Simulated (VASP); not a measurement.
Wanted: the native input for a VASP 6.6.1 run.

```
Task                   : single point
Functional             : PBE
Potentials or basis    : VASP PAW PBE potentials, release 64 (Cu)
Cutoff                 : 520 eV
k mesh                 : 19 × 19 × 19
Occupations            : fermi-dirac, width 0.08 eV
Spin                   : no spin polarisation
Dipole correction      : no
Further INCAR settings : ALGO = Normal; EDIFF = 1e-07; NBANDS = 12
```

The structure of Cu lies in POSCAR:

```
Cu
1.0
   -0.0542250000      1.7803875000      1.7803875000
    1.7803875000     -0.0542250000      1.7803875000
    1.7803875000      1.7803875000     -0.0542250000
Cu
1
Direct
    0.0000000000      0.0000000000      0.0000000000
```

This cell differs from its parent crystal: equal xy, yz and zx shear strains of -3 %.

The input as run:

INCAR

```
SYSTEM = Cu
PREC     = Accurate       ! precision mode
ENCUT    = 520            ! plane-wave cutoff, eV
EDIFF    = 1E-7           ! SCF threshold, eV
ISMEAR   = -1             ! smearing method
SIGMA    = 0.08           ! smearing width, eV
LREAL    = .False.        ! projectors in reciprocal space
LASPH    = .True.         ! aspherical terms in the spheres
NELM     = 60             ! most SCF steps
ALGO     = Normal         ! electronic algorithm
ISIF     = 2              ! what is computed and relaxed
LWAVE    = .False.        ! write WAVECAR
LCHARG   = .True.         ! write CHGCAR
GGA      = PE             ! functional
LELF     = .True.         ! ELF
LVHAR    = .True.       
NBANDS   = 12             ! bands
```

KPOINTS

```
regular mesh
0
Gamma
  19 19 19
  0 0 0
```

Potentials or basis: VASP PAW PBE potentials, release 64 (Cu).

Run with:

```console
$ cat potpaw_PBE.64/Cu/POTCAR > POTCAR
$ mpirun -np 1 vasp_std > vasp.out
```

Results of the run:

* Pressure: 2.7 GPa

Caveat: the cell differs from its parent crystal (equal xy, yz and zx shear strains of -3 %).

Run time: 48 s on 1 thread of AMD EPYC 9R45 96-Core Processor (Zen 5) (shared host), peak memory 0.17 GiB.
